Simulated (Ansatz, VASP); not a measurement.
## Two plane-wave programs on Sb2P3H

```xyz
6
Lattice="5.2284 0.0000 0.0000 0.0000 5.2284 0.0000 0.0000 0.0000 5.7952" Properties=species:S:1:pos:R:3 pbc="T T T"
Sb    0.0000    2.6142    0.0000
Sb    2.6142    0.0000    0.0000
H     2.6142    2.6142    2.8976
P     2.6142    2.6142    1.2191
P     2.6142    2.6142    4.5762
P     0.0000    0.0000    0.0000
```

Alike in both runs: functional PBE; k mesh 8 × 8 × 8; occupations gaussian, width 0.1 eV; no spin polarisation.

Ansatz relaxed the structure, and its values are those at the end. VASP's run is a single point on that final structure, the one shown.

|  | VASP | Ansatz |
| --- | --- | --- |
| version | VASP 6.6.1 | Ansatz 0.2.0 |
| potentials or method | VASP PAW PBE potentials, release 64 (Sb, H, P), cutoff 520 eV | scalar-relativistic, plane waves, PAW |
| valence electrons in the cell | 26 | 46 |

|  | VASP | Ansatz | Ansatz less VASP |
| --- | --- | --- | --- |
| gap on the k mesh at the Fermi level (eV) | none | none | - |
| pressure (GPa) | -0.1 | 0.0 | +0.08 |
| rms of the force components (eV/Å) | 0.007 | 0.001 | -0.0065 |

A gap of «none» marks a metal or a gap that the smearing closes. VASP's potentials hold 26 valence electrons a cell and Ansatz's 46, so a difference there can come from the potentials and not from the codes.

Neither program's run includes spin-orbit coupling.
